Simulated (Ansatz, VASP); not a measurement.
# HfO2: VASP beside Ansatz

```
CELL_PARAMETERS angstrom
3.60484 0.00000 0.00000
0.00000 3.60484 0.00000
0.00000 0.00000 5.23992
ATOMIC_POSITIONS crystal
Hf 0.00000 0.00000 0.00000
Hf 0.50000 0.50000 0.50000
O 0.00000 0.50000 0.19721
O 0.50000 0.00000 0.30279
O 0.50000 0.00000 0.80279
O 0.00000 0.50000 0.69721
```

Alike in both runs: task single point; functional PBE; k mesh 8 × 8 × 5; occupations fermi-dirac, width 0.05 eV; no spin polarisation.

|  | VASP | Ansatz |
| --- | --- | --- |
| version | VASP 6.6.1 | Ansatz 0.2.0 |
| potentials or method | VASP PAW PBE potentials, release 64 (Hf_pv, O) | Ansatz PAW |
| plane-wave cutoff (eV) | 520 | 420 |
| valence electrons in the cell | 44 | 76 |

VASP gave:

| Item | Value |
| --- | --- |
| gap on the k mesh at the Fermi level (eV) | 4.60 |
| least direct gap on the mesh (eV) | 4.67 |
| pressure (GPa) | -3.3 |
| traceless stress, the component that is largest in VASP (GPa) | 0.34 |
| rms of the force components (eV/Å) | 0.055 |

Question: What did Ansatz give for the same quantities?

Answer: gap on the k mesh at the Fermi level (eV): 4.62; least direct gap on the mesh (eV): 4.68; pressure (GPa): -0.1; traceless stress, the component that is largest in VASP (GPa): 0.24; rms of the force components (eV/Å): 0.033.

Atom by atom the forces differ by 0.022 eV/Å (rms over components). The functional is the same, so the differences come from potentials, cutoffs and numerics. VASP's potentials hold 44 valence electrons a cell and Ansatz's 76, so a difference there can come from the potentials and not from the codes.

Spin-orbit coupling is off throughout. Noted on Ansatz's run: odd divisions of the mesh miss points on the zone boundary, where band edges often lie, so the gap on the mesh can be too wide.
